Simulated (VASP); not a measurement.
HgTe (CsCl type), 2 atoms in the cell. Symmetry: Pm-3m, No. 221, cubic system. The conventional cell has a = 3.778 Å, b = 3.778 Å, c = 3.778 Å, α = 90.00°, β = 90.00°, γ = 90.00°. Hg (site symmetry m-3m) has 8 Te at 3.27 Å and 6 Hg at 3.78 Å within 4.3 Å. Within 4.3 Å of Te (site symmetry m-3m) lie 8 Hg at 3.27 Å and 6 Te at 3.78 Å. 

- Program: VASP 6.6.1
- Task: relaxation of cell and atoms
- Functional: PBE
- Potentials or basis: VASP PAW PBE potentials, release 64 (Hg, Te)
- Cutoff: 600 eV
- k mesh: 11 × 11 × 11
- Occupations: fermi-dirac, width 0.1 eV
- Spin: no spin polarisation
- Target pressure: -0.021 GPa
- Dipole correction: no
- Further INCAR settings: ALGO = Normal; EDIFF = 1e-07; IBRION = 2; EDIFFG = -0.005; NSW = 60; ISIF = 3

Potentials or basis: VASP PAW PBE potentials, release 64 (Hg, Te).

Command:

```sh
$ cat potpaw_PBE.64/Hg/POTCAR potpaw_PBE.64/Te/POTCAR > POTCAR
$ mpirun -np 1 vasp_std > vasp.out
```

Hardware: 1 thread of Intel(R) Xeon(R) 6975P-C (Granite Rapids), with other jobs on the host.

**Question.** How long does it take, and how much memory?

**Answer.** It took 47 s on 1 thread of Intel(R) Xeon(R) 6975P-C (Granite Rapids), with other jobs on the host, peak memory 0.21 GiB. Counts: scf iterations 31, k points 56, ion steps 3.
